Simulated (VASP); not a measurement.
# MgO: single point with r2SCAN

The system is MgO.

```
Mg O
1.0
     0.00000    2.37791    2.10211
     2.10211    0.00000    2.10211
     2.10211    2.37791    0.00000
Mg O
1 1
Direct
  0.00000 0.00000 0.00000
  0.50000 0.50000 0.50000
```

This cell differs from its parent crystal: strain +0.1312 x Voigt [0, 1, 0, 0, 0, 0].

```
Program                : VASP 6.6.1
Task                   : single point
Functional             : r2SCAN
Potentials or basis    : VASP PAW PBE potentials, release 64 (Mg, O)
Cutoff                 : 520 eV
k mesh                 : 10 × 10 × 10
Occupations            : gaussian, width 0.05 eV
Spin                   : no spin polarisation
Dipole correction      : no
Further INCAR settings : ALGO = Normal; EDIFF = 1e-07; NBANDS = 11
```

| Property | Result |
| --- | --- |
| Pressure | -13.6 GPa |
| Band gap on the k mesh | 4.33 eV, direct |

Stress tensor (GPa, compression positive):
```
-10.63   0.00   0.00
  0.00 -19.42   0.00
  0.00   0.00 -10.63
```

Levels at points of the mesh, in eV from the valence-band top:
| k point | band 2 | band 3 | band 4 | band 5 | band 6 | band 7 |
| --- | --- | --- | --- | --- | --- | --- |
| (0.00, 0.00, 0.00) | -0.20 | -0.20 | 0.00 | 4.33 | 15.37 | 16.61 |
| (0.50, 0.00, 0.00) | -4.23 | -0.81 | -0.57 | 7.86 | 12.22 | 15.21 |
| (0.50, 0.50, 0.00) | -3.65 | -1.86 | -1.07 | 9.47 | 9.76 | 13.44 |
| (0.50, 0.00, 0.50) | -3.92 | -1.04 | -1.04 | 9.92 | 10.59 | 11.85 |

Run time: 51 s on 1 thread of Intel Xeon 6975P-C, with other jobs on the host, peak memory 0.16 GiB.

Caveat: the cell differs from its parent crystal (strain +0.1312 x Voigt [0, 1, 0, 0, 0, 0]); the PAW data sets were made with another functional, which shifts forces and pressure a little.
